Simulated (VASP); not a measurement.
Input of a VASP 6.6.1 run:

File INCAR:

```
SYSTEM = LiH
PREC = Accurate ; ENCUT = 520
EDIFF = 1E-6 ; ISMEAR = -1
SIGMA = 0.02 ; LREAL = .FALSE.
LASPH = .TRUE. ; NELM = 80
ALGO = Normal ; ISIF = 2
LWAVE = .FALSE. ; LCHARG = .TRUE.
GGA = PE ; LELF = .TRUE.
LVHAR = .TRUE. ; NBANDS = 9
```

File KPOINTS:

```
regular mesh
0
G
  10 10 10
  0 0 0
```

The input POSCAR:

```
LiH
1.0
   -0.0218802445      2.1451220099      2.1451220099
    2.1451220099     -0.0218802445      2.1451220099
    2.1232417654      2.1232417654      0.0000000000
Li H
1 1
Direct
   -0.0016352667     -0.0016352667      0.0016352667
    0.2516352667      0.2516352667      0.2483647333
```

Potentials or basis: VASP PAW PBE potentials, release 64 (Li_sv, H).

Launch:

```console
$ cat potpaw_PBE.64/Li_sv/POTCAR potpaw_PBE.64/H/POTCAR > POTCAR
$ mpirun -np 1 vasp_std > vasp.out
```

Problem. What does it give for the band gap on the k mesh?

Solution. 4.20 eV, indirect (least direct gap 5.25 eV).

Caveat: the cell differs from its parent crystal (shear xy strain -2.0%). A k mesh can miss the band edges.
